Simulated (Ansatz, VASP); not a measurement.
**PbO2 in VASP and in Ansatz**

```
CELL_PARAMETERS angstrom
0.00000 2.68386 2.68386
2.68386 0.00000 2.68386
2.68386 2.68386 0.00000
ATOMIC_POSITIONS crystal
Pb 0.00000 0.00000 0.00000
O 0.75000 0.75000 0.75000
O 0.25000 0.25000 0.25000
```

Alike in both runs: task single point; functional LDA; k mesh 9 × 9 × 9; occupations fermi-dirac, width 0.05 eV; no spin polarisation.

|  | VASP | Ansatz |
| --- | --- | --- |
| version | VASP 6.6.1 | Ansatz 0.2.0 |
| potentials or method | VASP PAW LDA potentials, release 64 (Pb_d, O) | Ansatz PAW |
| plane-wave cutoff (eV) | 520 | 420 |
| valence electrons in the cell | 26 | 26 |

Ansatz gave:

| Item | Value |
| --- | --- |
| gap on the k mesh at the Fermi level (eV) | none |
| pressure (GPa) | -7.5 |

Question: Which values does VASP return?

Answer: gap on the k mesh at the Fermi level (eV): none; pressure (GPa): -7.2.

LDA's correlation is that of Perdew and Zunger in VASP and of Perdew and Wang (1992) in Ansatz. A gap of «none» marks a metal or a gap that the smearing closes.

Neither program's run includes spin-orbit coupling.
